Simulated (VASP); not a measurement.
# Be (P4_2/mnm) in VASP: notebook

Be is run at these levels: PBEsol; tasks: single point.

Program: VASP 6.6.1. These are calculated values, not measurements. Logs are shortened: lines on timing, memory, paths and dates and some standing lists are left out, and cuts for length are marked.

## Step 1: The cell of the first run

It takes space group P4_2/mnm (No. 136, tetragonal). The conventional cell has a = 3.709 Å, b = 3.709 Å, c = 2.281 Å, α = 90.00°, β = 90.00°, γ = 90.00°. Within 2.8 Å of Be (site symmetry m2m) lie 13 Be at 2.13 to 2.67 Å.

## Step 2: Single point, PBEsol (equal xx and yy strain of -1 %)

INCAR

```
SYSTEM = Be
PREC = Accurate ; ENCUT = 520
EDIFF = 1E-6 ; ISMEAR = -1
SIGMA = 0.05 ; LREAL = .FALSE.
LASPH = .TRUE. ; NELM = 80
ALGO = Normal ; ISIF = 2
LWAVE = .FALSE. ; LCHARG = .FALSE.
GGA = PS ; NBANDS = 12
```

KPOINTS

```
regular mesh
0
G
  9 9 14
  0 0 0
```

POSCAR

```
Be
1.0
    3.7093458600      0.0000000000      0.0000000000
    0.0000000000      3.7093458600      0.0000000000
    0.0000000000      0.0000000000      2.2812800000
Be
4
Direct
    0.2974080000      0.2974080000      0.0000000000
    0.7025920000      0.7025920000      0.0000000000
    0.2025920000      0.7974080000      0.5000000000
    0.7974080000      0.2025920000      0.5000000000
```

Potentials or basis: VASP PAW PBE potentials, release 64 (Be).

Launch:

```bash
$ cat potpaw_PBE.64/Be/POTCAR > POTCAR
$ mpirun -np 1 vasp_std > vasp.out
```

OUTCAR:

```text
SYSTEM = Be
   PREC = Accurate
   ENCUT = 520
   EDIFF = 1E-6
   ISMEAR = -1
   LREAL = .FALSE.
   LASPH = .TRUE.
   NELM = 80
   ISIF = 2
   GGA = PS

 ion  position               nearest neighbor table
   1  0.297  0.297  0.000-   2 2.13   3 2.21   4 2.21   3 2.21   4 2.21   3 2.21   3 2.21   4 2.21
                             4 2.21
   2  0.703  0.703  0.000-   1 2.13   3 2.21   4 2.21   3 2.21   4 2.21   4 2.21   4 2.21   3 2.21
                             3 2.21
   3  0.203  0.797  0.500-   4 2.13   2 2.21   1 2.21   1 2.21   2 2.21   1 2.21   1 2.21   2 2.21
                             2 2.21
   4  0.797  0.203  0.500-   3 2.13   2 2.21   1 2.21   1 2.21   2 2.21   2 2.21   2 2.21   1 2.21
                             1 2.21

  LATTYP: Found a simple tetragonal cell.
 ALAT       =     3.7093458600
 C/A-ratio  =     0.6150087067

  Lattice vectors:

 A1 = (   3.7093458600,   0.0000000000,   0.0000000000)
 A2 = (   0.0000000000,   3.7093458600,   0.0000000000)
 A3 = (   0.0000000000,   0.0000000000,   2.2812800000)

Analysis of symmetry for initial positions (statically):
=====================================================================
 Subroutine PRICEL returns:
 Original cell was already a primitive cell.

 Routine SETGRP: Setting up the symmetry group for a
 simple tetragonal supercell.

 Subroutine GETGRP returns: Found 16 space group operations
 (whereof  8 operations were pure point group operations)
 out of a pool of 16 trial point group operations.

The static configuration has the point symmetry D_2h.
 The point group associated with its full space group is D_4h.

Analysis of symmetry for dynamics (positions and initial velocities):
=====================================================================
 Subroutine PRICEL returns:
 Original cell was already a primitive cell.

 Routine SETGRP: Setting up the symmetry group for a
 simple tetragonal supercell.

 Subroutine GETGRP returns: Found 16 space group operations
 (whereof  8 operations were pure point group operations)
 out of a pool of 16 trial point group operations.

The dynamic configuration has the point symmetry D_2h.
 The point group associated with its full space group is D_4h.

 Subroutine INISYM returns: Found 16 space group operations
 (whereof  8 operations are pure point group operations),
 and found     1 'primitive' translations

----------------------------------------------------------------------------------------

                                     Primitive cell

  volume of cell :      31.3887

  direct lattice vectors                    reciprocal lattice vectors
     3.709345860  0.000000000  0.000000000     0.269589312  0.000000000  0.000000000
     0.000000000  3.709345860  0.000000000     0.000000000  0.269589312  0.000000000
     0.000000000  0.000000000  2.281280000     0.000000000  0.000000000  0.438350400

  length of vectors
     3.709345860  3.709345860  2.281280000     0.269589312  0.269589312  0.438350400

  position of ions in fractional coordinates (direct lattice)
     0.297408000  0.297408000  0.000000000
     0.702592000  0.702592000  0.000000000
     0.202592000  0.797408000  0.500000000
     0.797408000  0.202592000  0.500000000

  ion indices of the primitive-cell ions
   primitive index   ion index
                 1           1
                 2           2
                 3           3
                 4           4

----------------------------------------------------------------------------------------

 KPOINTS: regular mesh

Automatic generation of k-mesh.
 Grid dimensions read from file:
 generate k-points for:    9    9   14

 Generating k-lattice:

  Cartesian coordinates                     Fractional coordinates (reciprocal lattice)
     0.029954368  0.000000000  0.000000000     0.111111111  0.000000000  0.000000000
     0.000000000  0.029954368  0.000000000     0.000000000  0.111111111  0.000000000
     0.000000000  0.000000000  0.031310743     0.000000000  0.000000000  0.071428571

  Length of vectors
     0.029954368  0.029954368  0.031310743

  Shift w.r.t. Gamma in fractional coordinates (k-lattice)
     0.000000000  0.000000000  0.000000000

 Subroutine IBZKPT returns following result:
 ===========================================

 Found    120 irreducible k-points:

 Following reciprocal coordinates:
            Coordinates               Weight
  0.000000  0.000000  0.000000      1.000000
  0.111111  0.000000  0.000000      4.000000
  0.222222  0.000000  0.000000      4.000000
  0.333333  0.000000  0.000000      4.000000
  0.444444  0.000000  0.000000      4.000000
  0.111111  0.111111  0.000000      4.000000
[... 16 lines left out ...]
  0.333333  0.111111  0.071429     16.000000
  0.444444  0.111111  0.071429     16.000000
 [... further k-points ...]
   k-points           NKPTS =    120   k-points in BZ     NKDIM =    120   number of bands    NBANDS=     12
   number of dos      NEDOS =    301   number of ions     NIONS =      4
   total plane-waves  NPLWV =  14112
   dimension x,y,z NGX =    28 NGY =   28 NGZ =   18
   dimension x,y,z NGXF=    56 NGYF=   56 NGZF=   36
   ions per type =               4
   NGX,Y,Z   is equivalent  to a cutoff of  12.55, 12.55, 13.12 a.u.
   NGXF,Y,Z  is equivalent  to a cutoff of  25.10, 25.10, 26.23 a.u.
 SYSTEM =  Be
   PREC   = accura    normal or accurate (medium, high low for compatibility)
   ISTART =      0    job   : 0-new  1-cont  2-samecut
   ICHARG =      2    charge: 1-file 2-atom 10-const
   ISPIN  =      1    spin polarized calculation?
   LNONCOLLINEAR =      F non collinear calculations
   LSORBIT =      F    spin-orbit coupling
   LASPH  =      T    aspherical Exc in radial PAW
   ENCUT  =  520.0 eV  38.22 Ry    6.18 a.u.   6.90  6.90  4.24*2*pi/ulx,y,z
   NELM   =     80;   NELMIN=  2; NELMDL= -5     # of ELM steps
   EDIFF  = 0.1E-05   stopping-criterion for ELM
   LREAL  =      F    real-space projection
   EDIFFG = 0.1E-04   stopping-criterion for IOM
   NSW    =      0    number of steps for IOM
   IBRION =     -1    ionic relax: 0-MD 1-quasi-New 2-CG
   NFREE  =      0    steps in history (QN), initial steepest desc. (CG)
   ISIF   =      2    stress and relaxation
   ISYM   =      2    0-nonsym 1-usesym 2-fastsym
   POTIM  = 0.5000    time-step for ionic-motion
   TEBEG  =    0.0;   TEEND  =   0.0 temperature during run
   PSTRESS=    0.0 pullay stress
   NELECT =       8.0000    total number of electrons
   NUPDOWN=      -1.0000    fix difference up-down
   EMIN   =  10.00;   EMAX   =-10.00  energy-range for DOS
   EFERMI =   0.00;   METHOD = LEGACY
   ISMEAR =    -1;   SIGMA  =   0.05  broadening in eV -4-tet -1-fermi 0-gaus
   EFERMI_NEDOS =   21; number of points for ismear=-14 and -15
   IALGO  =     38    algorithm
   IMIX   =      4    mixing-type and parameters
     AMIX     =   0.40;   BMIX     =  1.00
     AMIX_MAG =   1.60;   BMIX_MAG =  1.00
  volume/ion in A,a.u.               =       7.85        52.96
  Fermi-wavevector in a.u.,A,eV,Ry     =   1.037960  1.961459 14.658372  1.077360
  Thomas-Fermi vector in A             =   2.172422
   LORBIT       =      0    0 simple, 1 ext, 2 COOP (PROOUT), +10 PAW based schemes
   GGA     = PS    functional components
   LHFCALC =     F    Hartree Fock is set to
   AEXX    =    0.0000 exact exchange contribution
   IVDW    =     0    specifies the selected vdW correction
   LEPSILON=     F    determine dielectric tensor
   LRPA    =     F    only Hartree local field effects (RPA)
 non-spin polarized calculation
  energy-cutoff  :      520.00
  volume of cell :       31.39
 maximum number of plane-waves:       861
 NGX is ok and might be reduce to    28
   NGX = 13   NGY = 13   NGZ =  9

 number of electron       8.0000000 magnetization

 Free energy of the ion-electron system (eV)
  ---------------------------------------------------
  ext. energy  EPLUGINS =         0.00000000
  ---------------------------------------------------
  free energy    TOTEN  =       -15.77108327 eV

  energy without entropy =      -15.76737648  energy(sigma->0) =      -15.76922988

 E-fermi :   6.9199     XC(G=0): -10.6311

 val. band max:        6.8624611273   @ k =   0.1111   0.0000   0.0714
 cond. band min:       6.9251363385   @ k =   0.1111   0.0000   0.5000
 fundamental gap:      0.0626752112
 Fermi energy:         6.9198714839

 k-point     1 :       0.0000    0.0000    0.0000
  band No.  band energies     occupation
      1      -4.3069      2.00000
      2       1.9452      2.00000
      3       2.5060      2.00000
      4       6.0398      2.00000
      5       6.0398      2.00000
      6      11.9962      0.00000
      7      11.9962      0.00000
      8      14.5067      0.00000
      9      15.9741      0.00000
     10      17.7320      0.00000
     11      23.0850      0.00000
     12      23.0850      0.00000

 k-point     2 :       0.1111    0.0000    0.0000
  band No.  band energies     occupation
      1      -4.2084      2.00000
      2       1.5287      2.00000
      3       2.3936      2.00000
      4       6.0023      2.00000
      5       6.7679      1.90867
      6      11.0246      0.00000
      7      11.8794      0.00000
      8      15.7430      0.00000
      9      16.0961      0.00000
     10      18.2349      0.00000
     11      22.5604      0.00000
     12      23.1883      0.00000

 k-point     3 :       0.2222    0.0000    0.0000
  band No.  band energies     occupation
      1      -3.9127      2.00000
      2       0.3912      2.00000
      3       2.6655      2.00000
      4       5.8384      2.00000
      5       8.0169      0.00000
      6       9.7172      0.00000
      7      11.9248      0.00000
      8      16.4603      0.00000
      9      17.8270      0.00000
     10      19.5482      0.00000
     11      21.4108      0.00000
     12      23.5127      0.00000
[... 286 lines left out ...]
 k-point    23 :       0.3333    0.1111    0.0714
  band No.  band energies     occupation
      1      -3.2126      2.00000
      2      -0.5807      2.00000
      3       2.6725      2.00000
      4       5.1697      2.00000
      5       8.8330      0.00000
      6      10.0728      0.00000
      7      13.0362      0.00000
      8      16.0619      0.00000
      9      18.9347      0.00000
     10      19.5047      0.00000
     11      21.3059      0.00000
     12      22.7735      0.00000

 k-point    24 :       0.4444    0.1111    0.0714
  band No.  band energies     occupation
      1      -2.5227      2.00000
      2      -1.6408      2.00000
      3       3.3841      2.00000
      4       4.2451      2.00000
      5       9.2089      0.00000
      6       9.6637      0.00000
      7      15.0850      0.00000
      8      17.0676      0.00000
      9      17.5509      0.00000
     10      18.1804      0.00000
     11      22.2491      0.00000
     12      23.3549      0.00000

 [... further k-points ...]
[... 5 lines left out ...]
  --------------------------------------------------------------------------------------
  -------------------------------------------------------------------------------------
  Total        0.4705335      0.4705335      0.0199391      0.0000000      0.0000000      0.0000000
  in kB       24.0175044     24.0175044      1.0177531      0.0000000      0.0000000      0.0000000
  external PRESSURE =      16.3509206 kB  Pullay stress =       0.0000000 kB

 VOLUME and BASIS-vectors are now :
 -----------------------------------------------------------------------------
  energy-cutoff  :      520.00
  volume of cell :       31.39
      direct lattice vectors                 reciprocal lattice vectors
     3.709345860  0.000000000  0.000000000     0.269589312  0.000000000  0.000000000
     0.000000000  3.709345860  0.000000000     0.000000000  0.269589312  0.000000000
     0.000000000  0.000000000  2.281280000     0.000000000  0.000000000  0.438350400

 POSITION                                       TOTAL-FORCE (eV/Angst)
 -----------------------------------------------------------------------------------
      1.10319      1.10319      0.00000        -0.042280     -0.042280      0.000000
      2.60616      2.60616      0.00000         0.042280      0.042280     -0.000000
      0.75148      2.95786      1.14064         0.042280     -0.042280      0.000000
      2.95786      0.75148      1.14064        -0.042280      0.042280     -0.000000
 -----------------------------------------------------------------------------------
    total drift:                                0.000000      0.000000     -0.000000

  FREE ENERGIE OF THE ION-ELECTRON SYSTEM (eV)
  ---------------------------------------------------
  free  energy   TOTEN  =       -15.7710832705 eV

  energy  without entropy=      -15.7673764799  energy(sigma->0) =      -15.76922988
```

Run time: 18 s. Hardware: 1 thread of Intel Xeon Platinum 8375C at 2.90GHz (Ice Lake), shared host; peak memory 0.15 GiB.

Results:

* Free energy: -15.7711 eV
* Pressure: 1.6 GPa
* Largest force: 0.060 eV/Å
* Band gap on the k mesh: zero (band 4 reaches 8.00 eV, above the bottom of band 5 at 6.04 eV)

Forces on the atoms (eV/Å):
```
Be  -0.042 -0.042  0.000
Be   0.042  0.042  0.000
Be   0.042 -0.042  0.000
Be  -0.042  0.042  0.000
```

Caveat: the cell differs from its parent crystal (equal xx and yy strain of -1 %); the PAW data sets were made with another functional, which shifts forces and pressure a little.

## Step 3: Single point, PBEsol (equal xx and yy strain of +2 %)

INCAR

```
SYSTEM = Be
PREC     = Accurate       ! precision mode
ENCUT    = 520            ! plane-wave cutoff, eV
EDIFF    = 1E-6           ! SCF threshold, eV
ISMEAR   = -1             ! smearing method
SIGMA    = 0.05           ! smearing width, eV
LREAL    = .FALSE.        ! projectors in reciprocal space
LASPH    = .TRUE.         ! aspherical terms in the spheres
NELM     = 100            ! most SCF steps
ALGO     = Normal         ! electronic algorithm
ISIF     = 2              ! what is computed and relaxed
LWAVE    = .FALSE.        ! write WAVECAR
LCHARG   = .FALSE.        ! write CHGCAR
GGA      = PS             ! functional
NBANDS   = 12             ! bands
```

KPOINTS

```
Automatic mesh
0
G
  9 9 14
  0 0 0
```

Edit POSCAR of step 2 so:

```diff
@@ -2,4 +2,4 @@
 1.0
-    3.7093458600      0.0000000000      0.0000000000
-    0.0000000000      3.7093458600      0.0000000000
+    3.8217502800      0.0000000000      0.0000000000
+    0.0000000000      3.8217502800      0.0000000000
     0.0000000000      0.0000000000      2.2812800000
```

Potentials or basis: VASP PAW PBE potentials, release 64 (Be).

Launch:

```bash
$ cat potpaw_PBE.64/Be/POTCAR > POTCAR
$ mpirun -np 1 vasp_std > vasp.out
```

Wall time 18 s (1 thread of Intel Xeon Platinum 8375C at 2.90GHz (Ice Lake), shared host); peak memory 0.15 GiB.

The run converged. Its results:

```
Free energy            : -15.7526 eV
Pressure               : -4.9 GPa
Largest force          : 0.090 eV/Å
Band gap on the k mesh : zero (band 4 reaches 7.40 eV, above the bottom of band 5 at 5.28 eV)
```

Forces in eV/Å, atoms in the order of the input:
```
Be   0.064  0.064  0.000
Be  -0.064 -0.064  0.000
Be  -0.064  0.064  0.000
Be   0.064 -0.064  0.000
```

Stress tensor (GPa, compression positive):
```
-5.32  0.00  0.00
 0.00 -5.32  0.00
 0.00  0.00 -4.14
```

Levels at points of the mesh, in eV from the Fermi level:
```
           k point  band 2  band 3  band 4  band 5  band 6  band 7
(0.00, 0.00, 0.00)   -4.87   -4.29   -1.14   -1.14    4.48    4.48
(0.00, 0.00, 0.50)   -5.50    0.98    0.98    1.92    1.92    2.71
```

Caveat: the cell differs from its parent crystal (equal xx and yy strain of +2 %); the PAW data sets were made with another functional, which shifts forces and pressure a little.
